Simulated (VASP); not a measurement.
A run of VASP 6.6.1 is set up as follows.

Contents of INCAR:

```
SYSTEM = TiC
  ALGO = Normal
  EDIFF = 1E-6
  EDIFFG = -0.005
  ENCUT = 600
  GGA = PE
  IBRION = 2
  ISIF = 3
  ISMEAR = -1
  LASPH = .TRUE.
  LCHARG = .FALSE.
  LREAL = .FALSE.
  LWAVE = .FALSE.
  NELM = 100
  NSW = 60
  PREC = Accurate
  PSTRESS = 3000.0
  SIGMA = 0.05
```

Contents of KPOINTS:

```
k-points
0
G
  18 18 16
  0 0 0
```

The input POSCAR:

```
TiC
1.0
    2.4582018976      0.0000000000      0.0000000000
   -1.2291009488      2.1288652910      0.0000000000
    0.0000000000      0.0000000000      2.4090378597
Ti C
1 1
Direct
    0.0000000000      0.0000000000      0.0000000000
    0.3333333333      0.6666666667      0.5000000000
```

Potentials or basis: VASP PAW PBE potentials, release 64 (Ti_sv, C).

Launch:

```bash
$ cat potpaw_PBE.64/Ti_sv/POTCAR potpaw_PBE.64/C/POTCAR > POTCAR
$ mpirun -np 1 vasp_std > vasp.out
```

Question: What does it give for the relaxed volume?

Answer: 6.32 Å³/atom.

Question: What does it give for the band gap on the k mesh?

Answer: Zero (bands 8 and 9 overlap by 1.29 eV).

Question: What does it give for the relaxed cell?

Answer: a = 2.448 Å, b = 2.448 Å, c = 2.436 Å, α = 90.00°, β = 90.00°, γ = 120.00°.

Question: What does it give for the space group after relaxing (to 0.1 Å)?

Answer: P-6m2 (No. 187).

Step by step:
```tsv
step	energy change (eV)	largest force (eV/Å)	pressure (GPa)	volume (Å³)
1	0.0000	0.0000	304.70	12.61
2	-0.6121	0.0000	273.92	12.95
3	-0.1517	0.0000	297.10	12.69
4	-0.0204	0.0000	301.02	12.62
5	-0.0617	0.0000	299.98	12.64
```

Caveat: the cell is relaxed towards a set pressure, so the run minimises the enthalpy, not the energy.
